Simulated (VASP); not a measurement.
# Sb5S2 (R-3m) in VASP: notebook, part 2 of 2

VASP 6.6.1.

### 4 Single point, PBE

This run uses another cell than the first one, of 28.03 Å³/atom, 0.976 times its volume.

INCAR

```
SYSTEM = Sb5S2
PREC = Accurate
ENCUT = 520
EDIFF = 1E-6
ISMEAR = 0
SIGMA = 0.2
LREAL = .FALSE.
LASPH = .TRUE.
NELM = 80
ALGO = Normal
ISIF = 2
LWAVE = .FALSE.
LCHARG = .FALSE.
GGA = PE
NBANDS = 28
```

KPOINTS

```
Automatic mesh
0
G
  6 6 6
  0 0 0
```

POSCAR

```
Sb5S2
1.0
   -2.0608072392      3.5694228429      0.0000000000
   -4.1216144784      0.0000000000      0.0000000000
   -2.0608072392      1.1898076143     13.3363376516
Sb S
5 2
Direct
    1.0000000000      1.0000000000      0.0000000000
    0.5740253407      0.5740253407      0.2779239780
    0.4259746593      0.4259746593      0.7220760220
    0.8661376733      0.8661376733      0.4015869802
    0.1338623267      0.1338623267      0.5984130198
    0.2959301413      0.2959301413      0.1122095762
    0.7040698587      0.7040698587      0.8877904238
```

The run is started by

```console
cat potpaw_PBE.64/Sb/POTCAR potpaw_PBE.64/S/POTCAR > POTCAR
mpirun -np 1 vasp_std > vasp.out
```

It took 1.9 min on 1 thread of AMD EPYC 9R45 (Zen 5), shared host; peak memory 0.36 GiB.

Results (log left out):

```yaml
Free_energy: -29.3183 eV
Pressure: -0.1 GPa
Largest_force: 0.070 eV/Å
```

Forces in eV/Å, atoms in the order of the input:
```
Sb   0.000  0.000  0.000
Sb   0.000  0.000 -0.070
Sb   0.000  0.000  0.070
Sb   0.000  0.000  0.065
Sb   0.000  0.000 -0.065
S    0.000  0.000  0.032
S    0.000  0.000 -0.032
```

Stress tensor (GPa, compression positive):
```
 0.06  0.00  0.00
 0.00  0.06  0.00
 0.00  0.00 -0.38
```

Levels at points of the mesh, in eV from the Fermi level:
| k point | band 14 | band 15 | band 16 | band 17 | band 18 | band 19 | band 20 | band 21 | band 22 | band 23 |
| --- | --- | --- | --- | --- | --- | --- | --- | --- | --- | --- |
| (0.00, 0.00, 0.00) | -0.34 | -0.34 | -0.22 | -0.22 | -0.01 | 0.15 | 1.75 | 1.75 | 1.90 | 2.08 |
| (0.50, 0.00, 0.00) | -2.42 | -1.50 | -1.47 | -1.47 | -0.70 | -0.34 | 1.42 | 1.94 | 2.21 | 2.64 |
| (0.50, 0.50, 0.00) | -2.25 | -2.01 | -1.89 | -1.39 | -1.08 | 0.25 | 1.06 | 2.06 | 2.37 | 2.39 |
| (0.00, 0.00, 0.50) | -0.48 | -0.38 | -0.38 | -0.16 | -0.16 | 0.63 | 1.53 | 1.53 | 1.56 | 2.26 |

Caveat: spin-orbit coupling is left out, which moves the levels of the heavy elements.

### 5 Single point, PBE

This run uses another cell than the first one, of 28.41 Å³/atom, 0.989 times its volume.

INCAR

```
SYSTEM = Sb5S2
ALGO = Normal
EDIFF = 1E-7
ENCUT = 520
GGA = PE
ISIF = 2
ISMEAR = 0
LASPH = .TRUE.
LCHARG = .TRUE.
LELF = .TRUE.
LREAL = .FALSE.
LVHAR = .TRUE.
LWAVE = .FALSE.
NBANDS = 28
NELM = 80
PREC = Accurate
SIGMA = 0.1
```

KPOINTS

```
k-points
0
G
  6 6 6
  0 0 0
```

POSCAR

```
Sb5S2
1.0
    3.5404410708      2.0440746052      4.5795751782
   -3.5404410708      2.0440746052      4.5795751782
    0.0000000000     -4.0881492105      4.5795751782
Sb S
5 2
Direct
    0.5000000000      0.5000000000      0.0000000000
    0.0000000000      0.5000000000      0.5000000000
    0.5000000000      0.0000000000      0.5000000000
    0.0000000000      0.0000000000      0.0000000000
    0.5000000000      0.5000000000      0.5000000000
    0.7986030648      0.7986030648      0.7986030648
    0.2013969352      0.2013969352      0.2013969352
```

Potentials or basis: VASP PAW PBE potentials, release 64 (Sb, S).

The run is started by

```console
cat potpaw_PBE.64/Sb/POTCAR potpaw_PBE.64/S/POTCAR > POTCAR
mpirun -np 1 vasp_std > vasp.out
```

OUTCAR:

```text
SYSTEM = Sb5S2
   EDIFF = 1E-7
   ENCUT = 520
   GGA = PE
   ISIF = 2
   ISMEAR = 0
   LASPH = .TRUE.
   LREAL = .FALSE.
   NELM = 80
   PREC = Accurate

 ion  position               nearest neighbor table
   1  0.500  0.500  0.000-   6 2.73   7 2.73   5 3.07   5 3.07   3 3.54   2 3.54   3 3.54   2 3.54
                             4 3.54   4 3.54
   2  0.000  0.500  0.500-   6 2.73   7 2.73   5 3.07   5 3.07   4 3.54   4 3.54   1 3.54   1 3.54
                             3 3.54   3 3.54
   3  0.500  0.000  0.500-   6 2.73   7 2.73   5 3.07   5 3.07   4 3.54   1 3.54   1 3.54   4 3.54
                             2 3.54   2 3.54
   4  0.000  0.000  0.000-   6 2.77   7 2.77   2 3.54   3 3.54   2 3.54   3 3.54   1 3.54   1 3.54
[... 959 lines left out ...]
  Total       -0.1431957     -0.1431957     -0.1447474      0.0000000      0.0000000      0.0000000
  in kB       -1.1537454     -1.1537454     -1.1662477      0.0000000      0.0000000      0.0000000
  external PRESSURE =      -1.1579129 kB  Pullay stress =       0.0000000 kB

 VOLUME and BASIS-vectors are now :
 -----------------------------------------------------------------------------
  energy-cutoff  :      520.00
  volume of cell :      198.85
      direct lattice vectors                 reciprocal lattice vectors
     3.540441071  2.044074605  4.579575178     0.141225342  0.081536489  0.072786955
    -3.540441071  2.044074605  4.579575178    -0.141225342  0.081536489  0.072786955
     0.000000000 -4.088149211  4.579575178     0.000000000 -0.163072978  0.072786955

 POSITION                                       TOTAL-FORCE (eV/Angst)
 -----------------------------------------------------------------------------------
      0.00000      2.04407      4.57958        -0.000000     -0.000000      0.000000
     -1.77022     -1.02204      4.57958         0.000000     -0.000000     -0.000000
      1.77022     -1.02204      4.57958        -0.000000     -0.000000      0.000000
      0.00000      0.00000      0.00000        -0.000000     -0.000000     -0.000000
      0.00000     -0.00000      6.86936         0.000000     -0.000000      0.000000
      0.00000     -0.00000     10.97179        -0.000000      0.000000     -0.009702
      0.00000     -0.00000      2.76694        -0.000000     -0.000000      0.009702
 -----------------------------------------------------------------------------------
    total drift:                                0.000000     -0.000000      0.000000

  FREE ENERGIE OF THE ION-ELECTRON SYSTEM (eV)
  ---------------------------------------------------
  free  energy   TOTEN  =       -28.2731062554 eV

  energy  without entropy=      -28.2629673691  energy(sigma->0) =      -28.26803681
```

stdout:

```text
POSCAR found type information on POSCAR SbS
 POSCAR found :  2 types and       7 ions
 scaLAPACK will be used
 LDA part: xc-table for (Slater+PW92), standard interpolation
 POSCAR, INCAR and KPOINTS ok, starting setup
 FFT: planning ... GRIDC
 FFT: planning ... GRID_SOFT
 FFT: planning ... GRID
 WAVECAR not read
 entering main loop
```

Wall time 1.9 min (1 thread of AMD EPYC 9R45 (Zen 5), shared host); peak memory 0.37 GiB.

What came out:

| Quantity | Value |
| --- | --- |
| Free energy | -28.2731 eV |
| Pressure | -0.1 GPa |
| Largest force | 0.010 eV/Å |

Forces in eV/Å, atoms in the order of the input:
```
Sb   0.000  0.000  0.000
Sb   0.000  0.000  0.000
Sb   0.000  0.000  0.000
Sb   0.000  0.000  0.000
Sb   0.000  0.000  0.000
S    0.000  0.000 -0.010
S    0.000  0.000  0.010
```

Levels at points of the mesh, in eV from the Fermi level:
```
           k point  band 16  band 17  band 18  band 19  band 20  band 21
(0.00, 0.00, 0.00)    -1.71    -1.71    -1.10     1.25     1.27     3.03
(0.50, 0.00, 0.00)    -1.54    -1.14    -0.82    -0.48     0.22     0.37
(0.50, 0.50, 0.00)    -1.23    -1.06    -1.05    -0.17     0.33     0.83
(0.50, 0.50, 0.50)    -0.65    -0.39    -0.39     0.30     0.30     0.43
```

Caveat: spin-orbit coupling is left out, which moves the levels of the heavy elements.

### 6 Overview

```csv
task,cell,k mesh,cutoff (eV),smearing,gap on the mesh (eV),pressure (GPa),largest force (eV/Å)
single point,"a = 14.420 Å, angles 16.1°, 7 atoms",5 × 5 × 5,520,gaussian 0.2 eV,none,0.5,0.04
relaxation of cell and atoms,"relaxed from a = 7.702 Å, angles 48.3°, 7 atoms",3 × 3 × 3,600,gaussian 0.2 eV,none,-0.2,0.05
single point,"a = 4.122, b = 4.122, c = 13.547 Å, angles 81.3, 81.3, 60.0°, 7 atoms",6 × 6 × 6,520,gaussian 0.2 eV,none,-0.1,0.07
single point,"a = 6.139 Å, angles 70.4°, 7 atoms",6 × 6 × 6,520,gaussian 0.1 eV,none,-0.1,0.01
```

Alike in all rows: level PBE; potentials or basis VASP PAW PBE potentials, release 64 (Sb, S); no spin polarisation.

Caveats: some runs use coarse meshes; spin-orbit coupling is left out, which moves the levels of the heavy elements; the volume moved by over 15 % at a fixed basis, so the end points are rough (some runs); the relaxation stopped at a loose force limit of 0.08 eV/Å, so its end isn't a converged minimum (some runs).

Total energies depend on the potentials used, so only differences within one code and one set of settings carry meaning.
